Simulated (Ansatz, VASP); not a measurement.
**Two plane-wave programs on Mo**

File INCAR:

```
PREC     = Accurate       # precision mode
ENCUT    = 520            # plane-wave cutoff, eV
EDIFF    = 1E-8           # SCF threshold, eV
ISMEAR   = -1             # smearing method
SIGMA    = 0.03           # smearing width, eV
LREAL    = False          # projectors in reciprocal space
LASPH    = True           # aspherical terms in the spheres
NELM     = 80             # most SCF steps
ALGO     = Normal         # electronic algorithm
ISIF     = 2              # what is computed and relaxed
LWAVE    = False          # write WAVECAR
LCHARG   = False          # write CHGCAR
GGA      = PE             # functional
LEFG     = True         
NBANDS   = 13             # bands
```

Contents of KPOINTS:

```
Automatic mesh
0
Gamma
  12 12 12
```

POSCAR

```
Mo
1.0
    2.6309270307      0.0000000000      0.0000000000
    0.0000000000      2.6309270307      0.0000000000
    0.0000000000      0.0000000000      2.6048782482
Mo
1
Direct
    0.0000000000      0.0000000000      0.0000000000
```

Input for Ansatz:

```yaml
crystal:
  lattice:
    - [2.6309270307, 0.0, 0.0]
    - [0.0, 2.6309270307, 0.0]
    - [0.0, 0.0, 2.6048782482]
  atoms:
    - { symbol: Mo, position: [0.0, 0.0, 0.0] }
kpoints:
  mp_grid: { grid: [12, 12, 12] }
scf:
  occupations: { method: fermi_dirac, width: 0.03 }
hamiltonian:
  xc: pbe
  pseudopotentials: { kind: paw }
output:
  forces: true
  stress: true
  eigenvalues: true
  efg: { contact_densities: true }
```

Change from the starting cell: x and y stretched by +1 %, z held, PAW files.

Alike in both runs: task electric field gradients; functional PBE; k mesh 12 × 12 × 12; occupations fermi-dirac, width 0.03 eV; no spin polarisation.

|  | VASP | Ansatz |
| --- | --- | --- |
| version | VASP 6.6.1 | Ansatz 0.2.0 |
| potentials or method | VASP PAW PBE potentials, release 64 (Mo_sv) | PAW with Ansatz's default frozen-core files, scalar-relativistic |
| plane-wave cutoff (eV) | 520 | 420 |
| valence electrons in the cell | 14 | 14 |

```tsv
	VASP	Ansatz	Ansatz less VASP
pressure (GPa)	-3.3	-3.7	-0.42
traceless stress, the component that is largest in VASP (GPa)	2.89	2.87	-0.020
size of Vzz on the site where it differs most (V/Å²)	3.0	2.6	-0.33
```
